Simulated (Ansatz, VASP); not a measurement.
SrCl2: VASP beside Ansatz

```
Sr Cl
1.0
    -0.75536    3.15166    3.15166
     3.15166   -0.75536    3.15166
     3.15166    3.15166   -0.75536
Sr Cl
1 2
Direct
  0.00000 0.00000 0.00000
  0.25000 0.25000 0.25000
  0.75000 0.75000 0.75000
```

Alike in both runs: task single point; functional PBEsol; k mesh 6 × 6 × 6; occupations gaussian, width 0.05 eV; no spin polarisation.

|  | VASP | Ansatz |
| --- | --- | --- |
| version | VASP 6.6.1 | Ansatz 0.2.0 |
| potentials or method | VASP PAW PBE potentials, release 64 (Sr_sv, Cl), cutoff 520 eV | scalar-relativistic, plane waves, PAW |
| valence electrons in the cell | 24 | 24 |

|  | VASP | Ansatz | Ansatz less VASP |
| --- | --- | --- | --- |
| gap on the k mesh at the Fermi level (eV) | 4.82 | 4.84 | +0.021 |
| least direct gap on the mesh (eV) | 4.83 | 4.86 | +0.025 |
| pressure (GPa) | 9.3 | 8.9 | -0.33 |
| traceless stress, the component that is largest in VASP (GPa) | 12.29 | 11.97 | -0.320 |
| rms of the force components (eV/Å) | 1.838 | 1.786 | -0.0523 |

VASP's potentials were made for PBE, not for PBEsol. Atom by atom the forces differ by 0.052 eV/Å (rms over components).
